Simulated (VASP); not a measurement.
# AgBr (Fm-3m) in VASP: a series of runs

The runs below take AgBr through single point, with PBE.

Everything below comes from runs of VASP 6.6.1. Logs are shortened: lines on timing, memory, paths and dates and some standing lists are left out, and cuts for length are marked.

### 1 The cell of the first run

Symmetry: Fm-3m, No. 225, cubic system. The conventional cell has a = 5.674 Å, b = 5.674 Å, c = 5.674 Å, α = 90.00°, β = 90.00°, γ = 90.00°. Ag (site symmetry m-3m) has 6 Br at 2.84 Å within 3.7 Å. Within 3.7 Å of Br (site symmetry m-3m) lie 6 Ag at 2.84 Å.

### 2 Single point, PBE (volume scaled by 0.95)

INCAR

```
SYSTEM = AgBr
PREC = Accurate
ENCUT = 500
EDIFF = 1E-6
ISMEAR = -1
SIGMA = 0.02
LREAL = .False.
LASPH = .True.
NELM = 120
ALGO = Normal
ISIF = 2
LWAVE = .False.
LCHARG = .False.
GGA = PE
NBANDS = 16
GGA_COMPAT = .False.
```

KPOINTS

```
Automatic mesh
0
Gamma
  7 7 7
  0 0 0
```

POSCAR

```
AgBr
1.0
    0.0000000000      2.8371244466      2.8371244466
    2.8371244466      0.0000000000      2.8371244466
    2.8371244466      2.8371244466      0.0000000000
Ag Br
1 1
Direct
    0.5000000000      0.5000000000      0.5000000000
    0.0000000000      0.0000000000      0.0000000000
```

Potentials or basis: VASP PAW PBE potentials, release 64 (Ag, Br).

Started as:

```
$ cat potpaw_PBE.64/Ag/POTCAR potpaw_PBE.64/Br/POTCAR > POTCAR
$ mpirun -np 1 vasp_std > vasp.out
```

OUTCAR:

```text
SYSTEM = AgBr
   PREC = Accurate
   ENCUT = 500
   EDIFF = 1E-6
   ISMEAR = -1
   LREAL = .False.
   LASPH = .True.
   NELM = 120
   ISIF = 2
   GGA = PE

 ion  position               nearest neighbor table
   1  0.500  0.500  0.500-   2 2.84   2 2.84   2 2.84   2 2.84   2 2.84   2 2.84
   2  0.000  0.000  0.000-   1 2.84   1 2.84   1 2.84   1 2.84   1 2.84   1 2.84

  LATTYP: Found a face centered cubic cell.
 ALAT       =     5.6742488932

  Lattice vectors:

 A1 = (   0.0000000000,   2.8371244466,   2.8371244466)
 A2 = (   2.8371244466,   0.0000000000,   2.8371244466)
 A3 = (   2.8371244466,   2.8371244466,   0.0000000000)

Analysis of symmetry for initial positions (statically):
=====================================================================
 Subroutine PRICEL returns:
 Original cell was already a primitive cell.

 Routine SETGRP: Setting up the symmetry group for a
 face centered cubic supercell.

 Subroutine GETGRP returns: Found 48 space group operations
 (whereof 48 operations were pure point group operations)
 out of a pool of 48 trial point group operations.

The static configuration has the point symmetry O_h .

Analysis of symmetry for dynamics (positions and initial velocities):
=====================================================================
 Subroutine PRICEL returns:
 Original cell was already a primitive cell.

 Routine SETGRP: Setting up the symmetry group for a
 face centered cubic supercell.

 Subroutine GETGRP returns: Found 48 space group operations
 (whereof 48 operations were pure point group operations)
 out of a pool of 48 trial point group operations.

The dynamic configuration has the point symmetry O_h .

 Subroutine INISYM returns: Found 48 space group operations
 (whereof 48 operations are pure point group operations),
 and found     1 'primitive' translations

----------------------------------------------------------------------------------------

                                     Primitive cell

  volume of cell :      45.6736

  direct lattice vectors                    reciprocal lattice vectors
     0.000000000  2.837124447  2.837124447    -0.176234779  0.176234779  0.176234779
     2.837124447  0.000000000  2.837124447     0.176234779 -0.176234779  0.176234779
     2.837124447  2.837124447  0.000000000     0.176234779  0.176234779 -0.176234779

  length of vectors
     4.012299871  4.012299871  4.012299871     0.305247591  0.305247591  0.305247591

  position of ions in fractional coordinates (direct lattice)
     0.500000000  0.500000000  0.500000000
     0.000000000  0.000000000  0.000000000

  ion indices of the primitive-cell ions
   primitive index   ion index
                 1           1
                 2           2

----------------------------------------------------------------------------------------

 KPOINTS: Automatic mesh

Automatic generation of k-mesh.
 Grid dimensions read from file:
 generate k-points for:    7    7    7

 Generating k-lattice:

  Cartesian coordinates                     Fractional coordinates (reciprocal lattice)
    -0.025176397  0.025176397  0.025176397     0.142857143  0.000000000  0.000000000
     0.025176397 -0.025176397  0.025176397     0.000000000  0.142857143  0.000000000
     0.025176397  0.025176397 -0.025176397     0.000000000  0.000000000  0.142857143

  Length of vectors
     0.043606799  0.043606799  0.043606799

  Shift w.r.t. Gamma in fractional coordinates (k-lattice)
     0.000000000  0.000000000  0.000000000

 Subroutine IBZKPT returns following result:
 ===========================================

 Found     20 irreducible k-points:

 Following reciprocal coordinates:
            Coordinates               Weight
  0.000000  0.000000  0.000000      1.000000
  0.142857  0.000000  0.000000      8.000000
  0.285714  0.000000  0.000000      8.000000
  0.428571  0.000000  0.000000      8.000000
  0.142857  0.142857  0.000000      6.000000
  0.285714  0.142857  0.000000     24.000000
[... 12 lines left out ...]
 -0.428571  0.428571  0.142857     24.000000
 -0.285714  0.428571  0.142857     24.000000
   k-points           NKPTS =     20   k-points in BZ     NKDIM =     20   number of bands    NBANDS=     16
   number of dos      NEDOS =    301   number of ions     NIONS =      2
   total plane-waves  NPLWV =  27000
   dimension x,y,z NGX =    30 NGY =   30 NGZ =   30
   dimension x,y,z NGXF=    60 NGYF=   60 NGZF=   60
   ions per type =               1   1
   NGX,Y,Z   is equivalent  to a cutoff of  12.43, 12.43, 12.43 a.u.
   NGXF,Y,Z  is equivalent  to a cutoff of  24.86, 24.86, 24.86 a.u.
 SYSTEM =  AgBr
   PREC   = accura    normal or accurate (medium, high low for compatibility)
   ISTART =      0    job   : 0-new  1-cont  2-samecut
   ICHARG =      2    charge: 1-file 2-atom 10-const
   ISPIN  =      1    spin polarized calculation?
   LNONCOLLINEAR =      F non collinear calculations
   LSORBIT =      F    spin-orbit coupling
   LASPH  =      T    aspherical Exc in radial PAW
   ENCUT  =  500.0 eV  36.75 Ry    6.06 a.u.   7.32  7.32  7.32*2*pi/ulx,y,z
   NELM   =    120;   NELMIN=  2; NELMDL= -5     # of ELM steps
   EDIFF  = 0.1E-05   stopping-criterion for ELM
   LREAL  =      F    real-space projection
   EDIFFG = 0.1E-04   stopping-criterion for IOM
   NSW    =      0    number of steps for IOM
   IBRION =     -1    ionic relax: 0-MD 1-quasi-New 2-CG
   NFREE  =      0    steps in history (QN), initial steepest desc. (CG)
   ISIF   =      2    stress and relaxation
   ISYM   =      2    0-nonsym 1-usesym 2-fastsym
   POTIM  = 0.5000    time-step for ionic-motion
   TEBEG  =    0.0;   TEEND  =   0.0 temperature during run
   PSTRESS=    0.0 pullay stress
   NELECT =      18.0000    total number of electrons
   NUPDOWN=      -1.0000    fix difference up-down
   EMIN   =  10.00;   EMAX   =-10.00  energy-range for DOS
   EFERMI =   0.00;   METHOD = LEGACY
   ISMEAR =    -1;   SIGMA  =   0.02  broadening in eV -4-tet -1-fermi 0-gaus
   EFERMI_NEDOS =   21; number of points for ismear=-14 and -15
   IALGO  =     38    algorithm
   IMIX   =      4    mixing-type and parameters
     AMIX     =   0.40;   BMIX     =  1.00
     AMIX_MAG =   1.60;   BMIX_MAG =  1.00
  volume/ion in A,a.u.               =      22.84       154.11
  Fermi-wavevector in a.u.,A,eV,Ry     =   1.200265  2.268173 19.601056  1.440637
  Thomas-Fermi vector in A             =   2.336106
   LORBIT       =      0    0 simple, 1 ext, 2 COOP (PROOUT), +10 PAW based schemes
   GGA     = PE    functional components
   LHFCALC =     F    Hartree Fock is set to
   AEXX    =    0.0000 exact exchange contribution
   IVDW    =     0    specifies the selected vdW correction
   LEPSILON=     F    determine dielectric tensor
   LRPA    =     F    only Hartree local field effects (RPA)
 non-spin polarized calculation
  energy-cutoff  :      500.00
  volume of cell :       45.67
 maximum number of plane-waves:      1211
 NGX is ok and might be reduce to    30
   NGX = 15   NGY = 15   NGZ = 15

 number of electron      17.9999998 magnetization

 Free energy of the ion-electron system (eV)
  ---------------------------------------------------
  ext. energy  EPLUGINS =         0.00000000
  ---------------------------------------------------
  free energy    TOTEN  =        -4.95041151 eV

  energy without entropy =       -4.95041151  energy(sigma->0) =       -4.95041151

 E-fermi :   4.3827     XC(G=0): -10.0388

 val. band max:        3.9796978173   @ k =   0.4286   0.0000   0.0000
 cond. band min:       4.7256060897   @ k =   0.0000   0.0000   0.0000
 fundamental gap:      0.7459082725
 Fermi energy:         4.3826543661

 k-point     1 :       0.0000    0.0000    0.0000
  band No.  band energies     occupation
      1     -11.2563      2.00000
      2       1.1046      2.00000
      3       1.1046      2.00000
      4       1.1046      2.00000
      5       1.1055      2.00000
      6       1.1055      2.00000
[... 8 lines left out ...]
     15      15.9931      0.00000
     16      15.9931      0.00000

 k-point     2 :       0.1429    0.0000    0.0000
  band No.  band energies     occupation
      1     -11.1701      2.00000
      2       0.5906      2.00000
      3       0.5969      2.00000
      4       0.5969      2.00000
      5       1.1649      2.00000
      6       1.1649      2.00000
[... 8 lines left out ...]
     15      15.0268      0.00000
     16      15.4025      0.00000

 k-point     3 :       0.2857    0.0000    0.0000
  band No.  band energies     occupation
      1     -10.9645      2.00000
      2      -0.6198      2.00000
      3       0.0127      2.00000
      4       0.0127      2.00000
      5       1.3049      2.00000
      6       1.3049      2.00000
[... 8 lines left out ...]
     15      15.7038      0.00000
     16      15.7038      0.00000

 k-point     4 :       0.4286    0.0000    0.0000
  band No.  band energies     occupation
      1     -10.7857      2.00000
      2      -1.4046      2.00000
      3      -0.3081      2.00000
      4      -0.3081      2.00000
      5       1.4221      2.00000
      6       1.4221      2.00000
[... 8 lines left out ...]
     15      16.9518      0.00000
     16      16.9518      0.00000
[... 248 lines left out ...]
 k-point    18 :      -0.4286    0.2857    0.1429
  band No.  band energies     occupation
      1     -10.7356      2.00000
      2      -0.9443      2.00000
      3      -0.2528      2.00000
      4      -0.0727      2.00000
      5       1.3591      2.00000
      6       1.4560      2.00000
[... 8 lines left out ...]
     15      17.1748      0.00000
     16      18.6599      0.00000

 k-point    19 :      -0.4286    0.4286    0.1429
  band No.  band energies     occupation
      1     -10.7229      2.00000
      2      -0.5603      2.00000
      3      -0.0179      2.00000
      4       0.2537      2.00000
      5       1.3768      2.00000
      6       1.4934      2.00000
[... 8 lines left out ...]
     15      17.9565      0.00000
     16      19.3249      0.00000

 k-point    20 :      -0.2857    0.4286    0.1429
  band No.  band energies     occupation
      1     -10.6982      2.00000
      2      -0.5097      2.00000
      3      -0.2179      2.00000
      4      -0.0854      2.00000
      5       1.4047      2.00000
      6       1.5016      2.00000
[... 8 lines left out ...]
     15      16.8867      0.00000
     16      19.4584      0.00000

------------------------ aborting loop because EDIFF is reached ----------------------------------------

  FORCE on cell =-STRESS in cart. coord.  units (eV):
  Direction    XX          YY          ZZ          XY          YZ          ZX
  --------------------------------------------------------------------------------------
  -------------------------------------------------------------------------------------
  Total        1.2003178      1.2003178      1.2003178     -0.0000000      0.0000000      0.0000000
  in kB       42.1057772     42.1057772     42.1057772     -0.0000000      0.0000000      0.0000000
  external PRESSURE =      42.1057772 kB  Pullay stress =       0.0000000 kB

 VOLUME and BASIS-vectors are now :
 -----------------------------------------------------------------------------
  energy-cutoff  :      500.00
  volume of cell :       45.67
      direct lattice vectors                 reciprocal lattice vectors
     0.000000000  2.837124447  2.837124447    -0.176234779  0.176234779  0.176234779
     2.837124447  0.000000000  2.837124447     0.176234779 -0.176234779  0.176234779
     2.837124447  2.837124447  0.000000000     0.176234779  0.176234779 -0.176234779

 POSITION                                       TOTAL-FORCE (eV/Angst)
 -----------------------------------------------------------------------------------
      2.83712      2.83712      2.83712         0.000000     -0.000000      0.000000
      0.00000      0.00000      0.00000        -0.000000      0.000000      0.000000
 -----------------------------------------------------------------------------------
    total drift:                                0.000000      0.000000      0.000000

  FREE ENERGIE OF THE ION-ELECTRON SYSTEM (eV)
  ---------------------------------------------------
  free  energy   TOTEN  =        -4.9504115106 eV

  energy  without entropy=       -4.9504115104  energy(sigma->0) =       -4.95041151
```

Run time: 7.6 s. Hardware: 1 thread of Intel Xeon 6975P-C (Granite Rapids), shared host; peak memory 0.17 GiB.

Results:

* Free energy: -4.9504 eV
* Pressure: 4.2 GPa
* Band gap on the k mesh: 0.75 eV, indirect (least direct gap 2.73 eV)

 A k mesh can miss the band edges.

### 3 Single point, PBE (volume scaled by 0.975)

INCAR

```
ALGO     = Normal         # electronic algorithm
EDIFF    = 1E-6           # SCF threshold, eV
ENCUT    = 500            # plane-wave cutoff, eV
GGA      = PE             # functional
GGA_COMPAT= False        
ISIF     = 2              # what is computed and relaxed
ISMEAR   = -1             # smearing method
LASPH    = True           # aspherical terms in the spheres
LCHARG   = False          # write CHGCAR
LREAL    = False          # projectors in reciprocal space
LWAVE    = False          # write WAVECAR
NBANDS   = 16             # bands
NELM     = 120            # most SCF steps
PREC     = Accurate       # precision mode
SIGMA    = 0.02           # smearing width, eV
```

KPOINTS

```
k-points
0
Gamma
  7 7 7
```

POSCAR

```
AgBr
1.0
    0.0000000000      2.8617963323      2.8617963323
    2.8617963323      0.0000000000      2.8617963323
    2.8617963323      2.8617963323      0.0000000000
Ag Br
1 1
Direct
    0.5000000000      0.5000000000      0.5000000000
    0.0000000000      0.0000000000      0.0000000000
```

Potentials or basis: VASP PAW PBE potentials, release 64 (Ag, Br).

Started as:

```
$ cat potpaw_PBE.64/Ag/POTCAR potpaw_PBE.64/Br/POTCAR > POTCAR
$ mpirun -np 1 vasp_std > vasp.out
```

OUTCAR:

```text
EDIFF = 1E-6
   ENCUT = 500
   GGA = PE
   ISIF = 2
   ISMEAR = -1
   LASPH = True
   LREAL = False
   NELM = 120
   PREC = Accurate

 ion  position               nearest neighbor table
   1  0.500  0.500  0.500-   2 2.86   2 2.86   2 2.86   2 2.86   2 2.86   2 2.86
   2  0.000  0.000  0.000-   1 2.86   1 2.86   1 2.86   1 2.86   1 2.86   1 2.86

  LATTYP: Found a face centered cubic cell.
 ALAT       =     5.7235926646

  Lattice vectors:

[... 559 lines left out ...]

------------------------ aborting loop because EDIFF is reached ----------------------------------------

  FORCE on cell =-STRESS in cart. coord.  units (eV):
  Direction    XX          YY          ZZ          XY          YZ          ZX
  --------------------------------------------------------------------------------------
  -------------------------------------------------------------------------------------
  Total        0.8018441      0.8018441      0.8018441      0.0000000     -0.0000000      0.0000000
  in kB       27.4065493     27.4065493     27.4065493      0.0000000     -0.0000000      0.0000000
  external PRESSURE =      27.4065493 kB  Pullay stress =       0.0000000 kB

 VOLUME and BASIS-vectors are now :
 -----------------------------------------------------------------------------
  energy-cutoff  :      500.00
  volume of cell :       46.88
      direct lattice vectors                 reciprocal lattice vectors
     0.000000000  2.861796332  2.861796332    -0.174715438  0.174715438  0.174715438
     2.861796332  0.000000000  2.861796332     0.174715438 -0.174715438  0.174715438
     2.861796332  2.861796332  0.000000000     0.174715438  0.174715438 -0.174715438

 POSITION                                       TOTAL-FORCE (eV/Angst)
 -----------------------------------------------------------------------------------
      2.86180      2.86180      2.86180        -0.000000     -0.000000     -0.000000
      0.00000      0.00000      0.00000         0.000000      0.000000      0.000000
 -----------------------------------------------------------------------------------
    total drift:                                0.000000      0.000000      0.000000

  FREE ENERGIE OF THE ION-ELECTRON SYSTEM (eV)
  ---------------------------------------------------
  free  energy   TOTEN  =        -4.9764736537 eV

  energy  without entropy=       -4.9764736535  energy(sigma->0) =       -4.97647365
```

OSZICAR:

```text
N       E                     dE             d eps       ncg     rms          rms(c)
DAV:   1     0.888404975773E+02    0.88840E+02   -0.83532E+03   640   0.989E+02
DAV:   2    -0.222133786959E+01   -0.91062E+02   -0.84249E+02   792   0.209E+02
DAV:   3    -0.508119574359E+01   -0.28599E+01   -0.28519E+01   792   0.372E+01
DAV:   4    -0.509260909303E+01   -0.11413E-01   -0.11413E-01   800   0.269E+00
DAV:   5    -0.509270029651E+01   -0.91203E-04   -0.91204E-04   784   0.237E-01    0.615E+00
DAV:   6    -0.498067180939E+01    0.11203E+00   -0.17867E-01   776   0.600E+00    0.402E+00
DAV:   7    -0.497639273247E+01    0.42791E-02   -0.59445E-02   696   0.162E+00    0.159E+00
DAV:   8    -0.497643338689E+01   -0.40654E-04   -0.39060E-03   768   0.623E-01    0.250E-01
DAV:   9    -0.497644727583E+01   -0.13889E-04   -0.50142E-04   776   0.226E-01    0.321E-02
DAV:  10    -0.497646686833E+01   -0.19593E-04   -0.30701E-05   832   0.728E-02    0.189E-02
DAV:  11    -0.497647381554E+01   -0.69472E-05   -0.12941E-05   728   0.287E-02    0.605E-03
DAV:  12    -0.497647365371E+01    0.16183E-06   -0.89786E-07   560   0.912E-03
   1 F= -.49764737E+01 E0= -.49764737E+01  d E =-.203140E-09
```

stdout:

```text
POSCAR found type information on POSCAR AgBr
 POSCAR found :  2 types and       2 ions
 scaLAPACK will be used
 LDA part: xc-table for (Slater+PW92), standard interpolation
 POSCAR, INCAR and KPOINTS ok, starting setup
 FFT: planning ... GRIDC
 FFT: planning ... GRID_SOFT
 FFT: planning ... GRID
 WAVECAR not read
 entering main loop
```

Run time: 7.3 s. Hardware: 1 thread of Intel Xeon 6975P-C (Granite Rapids), shared host; peak memory 0.16 GiB.

Results:

```yaml
Free_energy: -4.9765 eV
Pressure: 2.7 GPa
Band_gap_on_the_k_mesh: 0.74 eV, indirect (least direct gap 2.64 eV)
```

 A k mesh can miss the band edges.

### 4 Single point, PBE (volume scaled by 1.025)

INCAR

```
SYSTEM = AgBr
PREC = Accurate
ENCUT = 500
EDIFF = 1E-6
ISMEAR = -1
SIGMA = 0.02
LREAL = .FALSE.
LASPH = .TRUE.
NELM = 120
ALGO = Normal
ISIF = 2
LWAVE = .FALSE.
LCHARG = .TRUE.
GGA = PE
LELF = .TRUE.
LVHAR = .TRUE.
NBANDS = 16
GGA_COMPAT = .FALSE.
```

KPOINTS

```
Automatic mesh
0
G
  7 7 7
  0 0 0
```

POSCAR

```
AgBr
1.0
    0.0000000000      2.9099027346      2.9099027346
    2.9099027346      0.0000000000      2.9099027346
    2.9099027346      2.9099027346      0.0000000000
Ag Br
1 1
Direct
    0.5000000000      0.5000000000      0.5000000000
    0.0000000000      0.0000000000      0.0000000000
```

Started as:

```
$ cat potpaw_PBE.64/Ag/POTCAR potpaw_PBE.64/Br/POTCAR > POTCAR
$ mpirun -np 1 vasp_std > vasp.out
```

It took 7.9 s on 1 thread of Intel Xeon 6975P-C (Granite Rapids), shared host; peak memory 0.17 GiB.

The run converged. Its results:

```
Free energy            : -4.9994 eV
Pressure               : 0.4 GPa
Band gap on the k mesh : 0.75 eV, indirect (least direct gap 2.47 eV)
```

Levels at points of the mesh, in eV from the valence-band top:
| k point | band 5 | band 6 | band 7 | band 8 | band 9 | band 10 | band 11 | band 12 | band 13 | band 14 |
| --- | --- | --- | --- | --- | --- | --- | --- | --- | --- | --- |
| (0.00, 0.00, 0.00) | -2.56 | -2.56 | -1.72 | -1.72 | -1.72 | 0.75 | 9.99 | 9.99 | 9.99 | 11.30 |

(Part 1 of 2 ends here.)
